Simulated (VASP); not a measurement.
## Ge: single point with PBEsol

Crystal: Ge.

```
Ge
1.0
     4.11688    0.00000    0.00000
    -2.05844    3.56532    0.00000
     0.00000    0.00000    6.49742
Ge
4
Direct
  0.66667 0.33333 0.06291
  0.33333 0.66667 0.56291
  0.66667 0.33333 0.43709
  0.33333 0.66667 0.93709
```

This cell differs from its parent crystal: strain +0.030 along x and y, -0.015 along z.

| Quantity | Value |
| --- | --- |
| Program | VASP 6.6.1 |
| Task | single point |
| Functional | PBEsol |
| Potentials or basis | VASP PAW PBE potentials, release 64 (Ge_d) |
| Cutoff | 520 eV |
| k mesh | 12 × 12 × 8 |
| Occupations | gaussian, width 0.15 eV |
| Spin | no spin polarisation |
| Dipole correction | no |
| Further INCAR settings | ALGO = Normal; EDIFF = 1e-06; NBANDS = 36 |

```
Pressure               : -2.6 GPa
Largest force          : 0.422 eV/Å
Band gap on the k mesh : zero (band 28 reaches 4.43 eV, above the bottom of band 29 at 4.14 eV)
```

Forces on the atoms (eV/Å):
```
Ge   0.000  0.000 -0.422
Ge   0.000  0.000 -0.422
Ge   0.000  0.000  0.422
Ge   0.000  0.000  0.422
```

Stress tensor (GPa, compression positive):
```
-4.97  0.00  0.00
 0.00 -4.97  0.00
 0.00  0.00  2.29
```

Levels at points of the mesh, in eV from the Fermi level:
```csv
k point,band 24,band 25,band 26,band 27,band 28,band 29,band 30,band 31,band 32,band 33
"(0.00, 0.00, 0.00)",-1.63,-1.63,-0.62,-0.38,-0.15,0.14,0.14,2.00,2.00,3.20
"(0.50, 0.00, 0.00)",-6.47,-4.45,-3.06,-2.76,-1.27,0.32,1.62,3.47,3.57,4.79
"(0.00, 0.00, 0.50)",-4.69,-0.96,-0.96,-0.96,-0.96,0.28,0.28,3.19,3.19,3.19
"(0.50, 0.00, 0.50)",-7.68,-2.36,-2.36,-2.32,-2.32,0.48,0.48,2.22,2.22,5.97
```

It took 4.3 min on 1 thread of Intel Xeon 6975P-C, on a shared host, peak memory 0.36 GiB.

Caveat: the cell differs from its parent crystal (strain +0.030 along x and y, -0.015 along z); the PAW data sets were made with another functional, which shifts forces and pressure a little.
